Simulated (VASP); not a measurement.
HfRu5:

```
CELL_PARAMETERS angstrom
0.00000 3.66936 3.66936
3.66936 0.00000 3.66936
3.66936 3.66936 0.00000
ATOMIC_POSITIONS crystal
Hf 0.00000 0.00000 0.00000
Ru 0.61927 0.61927 0.61927
Ru 0.61927 0.61927 0.14220
Ru 0.61927 0.14220 0.61927
Ru 0.14220 0.61927 0.61927
Ru 0.25000 0.25000 0.25000
```

The cell was generated, and may not be a known phase.

- Program: VASP 6.6.1
- Task: relaxation of cell and atoms
- Functional: PBE
- Potentials or basis: VASP PAW PBE potentials, release 64 (Hf_pv, Ru_pv)
- Cutoff: 600 eV
- k mesh: 4 × 4 × 4
- Occupations: gaussian, width 0.1 eV
- Spin: no spin polarisation

At the start: pressure -10.9 GPa; volume 16.47 Å³/atom.

**Question.** How do energy, volume and symmetry change on relaxing?

**Answer.** Over 9 steps the energy falls by 94.4 meV/atom and the volume is 15.48 Å³/atom (-6.0 %); space group F-43m (No. 216, to 0.1 Å) before and after.

Step by step:
```tsv
step	energy change (eV)	largest force (eV/Å)	pressure (GPa)	volume (Å³)
1	0.0000	2.2580	-10.87	98.81
2	0.4540	2.3995	33.46	83.68
3	-0.5091	1.0027	3.70	91.63
4	-0.5098	0.9454	4.23	91.44
5	-0.4620	1.2877	-3.11	94.37
6	-0.5660	0.0656	0.62	92.63
7	-0.5660	0.0474	0.71	92.60
8	-0.5651	0.0946	-0.95	93.24
9	-0.5667	0.0078	0.02	92.85
```

Final structure:
```
CELL_PARAMETERS angstrom
0.00000 3.59411 3.59411
3.59411 0.00000 3.59411
3.59411 3.59411 0.00000
ATOMIC_POSITIONS crystal
Hf 0.00000 0.00000 0.00000
Ru 0.62475 0.62475 0.62475
Ru 0.62475 0.62475 0.12576
Ru 0.62475 0.12576 0.62475
Ru 0.12576 0.62475 0.62475
Ru 0.25000 0.25000 0.25000
```

Caveat: the k points lie up to 0.38 Å⁻¹ apart in the final cell.
